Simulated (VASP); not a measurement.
# GaP (F-43m) in VASP: further runs

The runs below take GaP through G0W0 quasiparticle levels, with LDA, PBE.

All numbers are computed with VASP 6.6.1; they aren't measurements. Logs are shortened: lines on timing, memory, paths and dates and some standing lists are left out, and cuts for length are marked.

**1. The cell of the first run**

The structure is cubic, space group F-43m (No. 216). Conventional cell: a = 5.451 Å, b = 5.451 Å, c = 5.451 Å, α = 90.00°, β = 90.00°, γ = 90.00°. Within 3.1 Å of Ga (site symmetry -43m) lie 4 P at 2.36 Å. Within 3.1 Å of P (site symmetry -43m) lie 4 Ga at 2.36 Å.

**2. G0W0 quasiparticle levels, LDA**

POSCAR reads:

```
GaP
1.0
    0.0000000000      2.7253992957      2.7253992957
    2.7253992957      0.0000000000      2.7253992957
    2.7253992957      2.7253992957      0.0000000000
Ga P
1 1
Direct
    0.0000000000      0.0000000000      0.0000000000
    0.2500000000      0.2500000000      0.2500000000
```

INCAR.step1 reads:

```
SYSTEM = GaP
  PREC = Accurate
  ENCUT = 500
  EDIFF = 1E-8
  ISMEAR = 0
  SIGMA = 0.01
  LREAL = .FALSE.
  LASPH = .TRUE.
  NELM = 60
  ALGO = Normal
  LWAVE = .TRUE.
  LCHARG = .FALSE.
  GGA = CA
```

INCAR.step2 reads:

```
SYSTEM = GaP
  PREC = Accurate
  ENCUT = 500
  EDIFF = 1E-8
  ISMEAR = 0
  SIGMA = 0.01
  LREAL = .FALSE.
  LASPH = .TRUE.
  NELM = 1
  ALGO = Exact
  LWAVE = .TRUE.
  LCHARG = .FALSE.
  GGA = CA
  NBANDS = 69
  LOPTICS = .TRUE.
  ISTART = 1
```

INCAR.step3 reads:

```
SYSTEM = GaP
  PREC = Accurate
  ENCUT = 500
  EDIFF = 1E-8
  ISMEAR = 0
  SIGMA = 0.01
  LREAL = .FALSE.
  LASPH = .TRUE.
  ALGO = EVGW0
  LWAVE = .FALSE.
  LCHARG = .FALSE.
  GGA = CA
  NELMGW = 1
  NBANDS = 69
  ENCUTGW = 80.0
  NOMEGA = 48
  PRECFOCK = Fast
  ISTART = 1
  NBANDSGW = 17
```

KPOINTS reads:

```
Automatic mesh
0
G
  4 4 4
  0 0 0
```

Potentials or basis: VASP PAW LDA potentials, release 64 (Ga_d_GW, P_GW).

Run with:

```bash
cat potpaw_LDA.64/Ga_d_GW/POTCAR potpaw_LDA.64/P_GW/POTCAR > POTCAR
cp INCAR.step1 INCAR
mpirun -np 1 vasp_std > vasp.out
cp INCAR.step2 INCAR
mpirun -np 1 vasp_std > vasp.out
cp INCAR.step3 INCAR
mpirun -np 1 vasp_std > vasp.out
```

OUTCAR:

```text
SYSTEM = GaP
   PREC = Accurate
   ENCUT = 500
   EDIFF = 1E-8
   ISMEAR = 0
   LREAL = .FALSE.
   LASPH = .TRUE.
   GGA = CA
   NELMGW = 1
   ENCUTGW = 80.0
   PRECFOCK = Fast
   ISTART = 1

 ion  position               nearest neighbor table
   1  0.000  0.000  0.000-   2 2.36   2 2.36   2 2.36   2 2.36
   2  0.250  0.250  0.250-   1 2.36   1 2.36   1 2.36   1 2.36

  LATTYP: Found a face centered cubic cell.
 ALAT       =     5.4507985914

  Lattice vectors:

 A1 = (   0.0000000000,   2.7253992957,   2.7253992957)
 A2 = (   2.7253992957,   0.0000000000,   2.7253992957)
 A3 = (   2.7253992957,   2.7253992957,   0.0000000000)

Analysis of symmetry for initial positions (statically):
=====================================================================
 Subroutine PRICEL returns:
 Original cell was already a primitive cell.

 Routine SETGRP: Setting up the symmetry group for a
 face centered cubic supercell.

 Subroutine GETGRP returns: Found 24 space group operations
 (whereof 24 operations were pure point group operations)
 out of a pool of 48 trial point group operations.

The static configuration has the point symmetry T_d .

Analysis of symmetry for dynamics (positions and initial velocities):
=====================================================================
 Subroutine PRICEL returns:
 Original cell was already a primitive cell.

 Routine SETGRP: Setting up the symmetry group for a
 face centered cubic supercell.

 Subroutine GETGRP returns: Found 24 space group operations
 (whereof 24 operations were pure point group operations)
 out of a pool of 48 trial point group operations.

The dynamic configuration has the point symmetry T_d .

 Subroutine INISYM returns: Found 24 space group operations
 (whereof 24 operations are pure point group operations),
 and found     1 'primitive' translations

----------------------------------------------------------------------------------------

                                     Primitive cell

  volume of cell :      40.4874

  direct lattice vectors                    reciprocal lattice vectors
     0.000000000  2.725399296  2.725399296    -0.183459356  0.183459356  0.183459356
     2.725399296  0.000000000  2.725399296     0.183459356 -0.183459356  0.183459356
     2.725399296  2.725399296  0.000000000     0.183459356  0.183459356 -0.183459356

  length of vectors
     3.854296647  3.854296647  3.854296647     0.317760926  0.317760926  0.317760926

  position of ions in fractional coordinates (direct lattice)
     0.000000000  0.000000000  0.000000000
     0.250000000  0.250000000  0.250000000

  ion indices of the primitive-cell ions
   primitive index   ion index
                 1           1
                 2           2

----------------------------------------------------------------------------------------

 KPOINTS: Automatic mesh

Automatic generation of k-mesh.
 Grid dimensions read from file:
 generate k-points for:    4    4    4

 Generating k-lattice:

  Cartesian coordinates                     Fractional coordinates (reciprocal lattice)
    -0.045864839  0.045864839  0.045864839     0.250000000  0.000000000  0.000000000
     0.045864839 -0.045864839  0.045864839     0.000000000  0.250000000  0.000000000
     0.045864839  0.045864839 -0.045864839     0.000000000  0.000000000  0.250000000

  Length of vectors
     0.079440231  0.079440231  0.079440231

  Shift w.r.t. Gamma in fractional coordinates (k-lattice)
     0.000000000  0.000000000  0.000000000

 Subroutine IBZKPT returns following result:
 ===========================================

 Found      8 irreducible k-points:

 Following reciprocal coordinates:
            Coordinates               Weight
  0.000000  0.000000  0.000000      1.000000
  0.250000  0.000000  0.000000      8.000000
  0.500000  0.000000  0.000000      4.000000
  0.250000  0.250000  0.000000      6.000000
  0.500000  0.250000  0.000000     24.000000
 -0.250000  0.250000  0.000000     12.000000
  0.500000  0.500000  0.000000      3.000000
 -0.250000  0.500000  0.250000      6.000000
   k-points           NKPTS =      8   k-points in BZ     NKDIM =     64   number of bands    NBANDS=     69
   number of dos      NEDOS =    301   number of ions     NIONS =      2
   total plane-waves  NPLWV =  21952
   dimension x,y,z NGX =    28 NGY =   28 NGZ =   28
   dimension x,y,z NGXF=    56 NGYF=   56 NGZF=   56
   ions per type =               1   1
   NGX,Y,Z   is equivalent  to a cutoff of  12.08, 12.08, 12.08 a.u.
   NGXF,Y,Z  is equivalent  to a cutoff of  24.15, 24.15, 24.15 a.u.
 SYSTEM =  GaP
   PREC   = accura    normal or accurate (medium, high low for compatibility)
   ISTART =      1    job   : 0-new  1-cont  2-samecut
   ICHARG =      0    charge: 1-file 2-atom 10-const
   ISPIN  =      1    spin polarized calculation?
   LNONCOLLINEAR =      F non collinear calculations
   LSORBIT =      F    spin-orbit coupling
   LASPH  =      T    aspherical Exc in radial PAW
   ENCUT  =  500.0 eV  36.75 Ry    6.06 a.u.   7.03  7.03  7.03*2*pi/ulx,y,z
   NELM   =     60;   NELMIN=  2; NELMDL=  0     # of ELM steps
   EDIFF  = 0.1E-07   stopping-criterion for ELM
   LREAL  =      F    real-space projection
   EDIFFG = 0.1E-06   stopping-criterion for IOM
   NSW    =      0    number of steps for IOM
   IBRION =     -1    ionic relax: 0-MD 1-quasi-New 2-CG
   NFREE  =      0    steps in history (QN), initial steepest desc. (CG)
   ISIF   =      0    stress and relaxation
   ISYM   =      3    0-nonsym 1-usesym 2-fastsym
   POTIM  = 0.5000    time-step for ionic-motion
   TEBEG  =    0.0;   TEEND  =   0.0 temperature during run
   PSTRESS=    0.0 pullay stress
   NELECT =      18.0000    total number of electrons
   NUPDOWN=      -1.0000    fix difference up-down
   EMIN   =  10.00;   EMAX   =-10.00  energy-range for DOS
   EFERMI =   0.00;   METHOD = LEGACY
   ISMEAR =     0;   SIGMA  =   0.01  broadening in eV -4-tet -1-fermi 0-gaus
   EFERMI_NEDOS =   21; number of points for ismear=-14 and -15
   IALGO  =     38    algorithm
   IMIX   =      4    mixing-type and parameters
     AMIX     =   0.40;   BMIX     =  1.00
     AMIX_MAG =   1.60;   BMIX_MAG =  1.00
  volume/ion in A,a.u.               =      20.24       136.61
  Fermi-wavevector in a.u.,A,eV,Ry     =   1.249469  2.361154 21.241049  1.561173
  Thomas-Fermi vector in A             =   2.383508
   LORBIT       =      0    0 simple, 1 ext, 2 COOP (PROOUT), +10 PAW based schemes
   GGA     = CA    functional components
   LHFCALC =     T    Hartree Fock is set to
   PRECFOCK=fast      Normal, Fast or Accurate (Low or Medium for compatibility)
   ENCUT4O =  -1.0   cutoff for four orbital integrals eV
   NKREDX  =     1    reduce k-point grid by
   NKREDY  =     1    reduce k-point grid by
   NKREDZ  =     1    reduce k-point grid by
   AEXX    =    1.0000 exact exchange contribution
   HFSCREEN=    0.0000 screening length (either q_TF or 0.3 A-1)
   HFSCREENC=   0.0000 screening length for correlation (either q_TF or 0.3 A-1)
   ENCUTFOCK=  -1.0 apply spherical cutoff to Coloumb kernel
   IVDW    =     0    specifies the selected vdW correction
   LEPSILON=     F    determine dielectric tensor
   LRPA    =     F    only Hartree local field effects (RPA)
   LRPAFORCE           =     F    calculate RPA forces
   ENCUTGW             =  80.0    cutoff for response function in eV
   ENCUTGWSOFT         =  64.0    soft cutoff for Coulomb kernel in GW response function in eV
   ENCUTLF             =  -1.0    cutoff for local field effects
   NELMGW              =     1    number of iterations in solving QP/BSE equation
   NELMHF              =     1    number of iterations in the inner HF iteration
   NKREDLFX            =     1    NKREDLFY  =   1   NKREDLFZ  =   1
 non-spin polarized calculation
 Gauss-broadening in eV      SIGMA  =   0.01
  energy-cutoff  :      500.00
  volume of cell :       40.49
 maximum number of plane-waves:      1056
  NGX = 16; NGY = 16; NGZ = 16
   NGX = 13   NGY = 13   NGZ = 13
 maximum number of plane-waves:        70
 NGX is ok and might be reduce to    14

 QP shifts <psi_nk| G(iteration)W_0 |psi_nk>: iteration 1
 for sc-GW calculations column KS-energies equals QP-energies in previous step
 and V_xc(KS)=  KS-energies - (<T + V_ion + V_H > + <T+V_H+V_ion>^1  + <V_x>^1)

 k-point   1 :       0.0000    0.0000    0.0000
  band No.  KS-energies  QP-energies   sigma(KS)   V_xc(KS)     V^pw_x(r,r')   Z            occupation Imag(sigma)

      1     -10.5440     -13.4043     -26.0029     -21.8385     -34.9794       0.6869       2.0000       0.2476
      2     -10.5440     -13.4043     -26.0029     -21.8385     -34.9794       0.6869       2.0000       0.2476
      3     -10.5440     -13.4043     -26.0029     -21.8385     -34.9794       0.6869       2.0000       0.2476
      4     -10.4478     -13.3487     -26.1694     -21.9565     -35.1079       0.6886       2.0000       0.2127
      5     -10.4478     -13.3487     -26.1694     -21.9565     -35.1079       0.6886       2.0000       0.2127
      6      -8.3089      -8.4855     -11.8171     -11.5453     -18.6271       0.6495       2.0000       1.0595
[... 9 lines left out ...]
     16      13.9111      14.4581     -10.2950     -11.0266      -4.9798       0.7476       0.0000      -0.2797
     17      16.4264      16.6520      -8.3503      -8.6493      -2.4474       0.7548       0.0000      -0.5540

 k-point   2 :       0.2500    0.0000    0.0000
  band No.  KS-energies  QP-energies   sigma(KS)   V_xc(KS)     V^pw_x(r,r')   Z            occupation Imag(sigma)

      1     -10.5834     -13.3799     -25.7246     -21.6425     -34.6915       0.6851       2.0000       0.2663
      2     -10.5300     -13.3988     -26.0357     -21.8647     -35.0123       0.6878       2.0000       0.2461
      3     -10.5300     -13.3988     -26.0357     -21.8647     -35.0123       0.6878       2.0000       0.2461
      4     -10.4470     -13.3564     -26.1705     -21.9583     -35.1123       0.6907       2.0000       0.2129
      5     -10.4470     -13.3564     -26.1705     -21.9583     -35.1123       0.6907       2.0000       0.2129
      6      -7.5315      -7.7519     -12.2078     -11.8797     -18.7769       0.6718       2.0000       0.9913
[... 9 lines left out ...]
     16      13.8379      14.1608      -7.9864      -8.4121      -2.4945       0.7584       0.0000      -0.3472
     17      17.0167      17.5260      -8.9208      -9.6003      -2.9751       0.7494       0.0000      -0.5660

 k-point   3 :       0.5000    0.0000    0.0000
  band No.  KS-energies  QP-energies   sigma(KS)   V_xc(KS)     V^pw_x(r,r')   Z            occupation Imag(sigma)
[... 85 lines left out ...]
      1     -10.6532     -13.3828     -25.5031     -21.4909     -34.4743       0.6803       2.0000       0.2824
      2     -10.4835     -13.3472     -26.0384     -21.8551     -34.9691       0.6846       2.0000       0.2193
      3     -10.4808     -13.3980     -26.1625     -21.9655     -35.1454       0.6951       2.0000       0.2416
      4     -10.4808     -13.3980     -26.1625     -21.9655     -35.1454       0.6951       2.0000       0.2416
      5     -10.4269     -13.3579     -26.2098     -21.9959     -35.1628       0.6956       2.0000       0.2107
      6      -5.2950      -5.5253     -13.0858     -12.7515     -19.0214       0.6889       2.0000       0.7283
[... 9 lines left out ...]
     16      17.0032      17.6090     -10.5497     -11.3465      -4.6159       0.7604       0.0000      -0.5831
     17      17.0032      17.6090     -10.5497     -11.3465      -4.6159       0.7604       0.0000      -0.5831

 k-point   8 :      -0.2500    0.5000    0.2500
  band No.  KS-energies  QP-energies   sigma(KS)   V_xc(KS)     V^pw_x(r,r')   Z            occupation Imag(sigma)

      1     -10.6336     -13.3613     -25.5193     -21.5100     -34.4966       0.6803       2.0000       0.2838
      2     -10.5076     -13.4013     -26.0995     -21.9104     -35.0729       0.6908       2.0000       0.2402
      3     -10.4862     -13.3824     -26.1162     -21.9288     -35.0919       0.6917       2.0000       0.2392
      4     -10.4632     -13.3529     -26.1341     -21.9306     -35.0770       0.6875       2.0000       0.2168
      5     -10.4397     -13.3505     -26.1752     -21.9663     -35.1225       0.6916       2.0000       0.2119
      6      -5.1991      -5.4465     -13.2784     -12.9230     -19.2149       0.6961       2.0000       0.7139
[... 9 lines left out ...]
     16      17.7732      18.5321     -10.4316     -11.4596      -4.0299       0.7382       0.0000      -0.6717
     17      17.8584      18.3871      -9.8774     -10.5832      -3.7095       0.7491       0.0000      -0.6717
```

Wall time 73 s (1 thread of AMD EPYC 9R45 (Zen 5), shared host); peak memory 0.34 GiB.

Results:

| Item | Value |
| --- | --- |
| Quasiparticle gap | 1.92 eV |
| Least direct quasiparticle gap | 2.64 eV |
| Band gap of the starting levels on the mesh | 1.46 eV |
| Least direct gap of the starting levels on the mesh | 1.62 eV |

Caveat: the k points lie up to 0.50 Å⁻¹ apart; bands, screening cutoff and mesh are small and nothing is extrapolated, so the quasiparticle values aren't converged.

[end of part 1 of 2]
